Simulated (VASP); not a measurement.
Set up this calculation in VASP 6.6.1, as the native input.

```
Task                   : single point
Functional             : revPBE
Potentials or basis    : VASP PAW PBE potentials, release 64 (Mo_sv, S)
Cutoff                 : 520 eV
k mesh                 : 10 × 10 × 2
Occupations            : fermi-dirac, width 0.05 eV
Spin                   : no spin polarisation
Dipole correction      : no
Further INCAR settings : ALGO = Normal; EDIFF = 1e-06; NBANDS = 35
```

The structure of MoS2 lies in POSCAR:

```
MoS2
1.0
    3.2032385690      0.0000000000      0.0000000000
   -1.6016192845      2.7740859751      0.0000000000
    0.0000000000      0.0000000000     23.2904198658
Mo S
2 4
Direct
    0.3333333333      0.6666666667      0.8100130917
    0.6666666667      0.3333333333      0.1899869083
    0.6666666667      0.3333333333      0.7428794116
    0.3333333333      0.6666666667      0.1228534677
    0.6666666667      0.3333333333      0.8771465323
    0.3333333333      0.6666666667      0.2571205884
```

These files were run (other wordings do the same):

INCAR

```
ALGO = Normal ; EDIFF = 1E-6
ENCUT = 520 ; GGA = RE
ISIF = 2 ; ISMEAR = -1
LASPH = T ; LCHARG = F
LREAL = F ; LWAVE = F
NBANDS = 35 ; NELM = 100
PREC = Accurate ; SIGMA = 0.05
```

KPOINTS

```
k-points
0
Gamma
  10 10 2
```

Potentials or basis: VASP PAW PBE potentials, release 64 (Mo_sv, S).

Launch:

```bash
$ cat potpaw_PBE.64/Mo_sv/POTCAR potpaw_PBE.64/S/POTCAR > POTCAR
$ mpirun -np 1 vasp_std > vasp.out
```

Results of the run:

The largest force is 0.020 eV/Å and the band gap on the k mesh is 1.69 eV (least direct gap 1.88 eV).

Caveat: there is no dipole correction, which matters where the two faces differ; the PAW data sets were made with another functional, which shifts forces and pressure a little.

It took 2.2 min on 1 thread of Intel(R) Xeon(R) 6975P-C (Granite Rapids), on a shared host, peak memory 0.4 GiB.
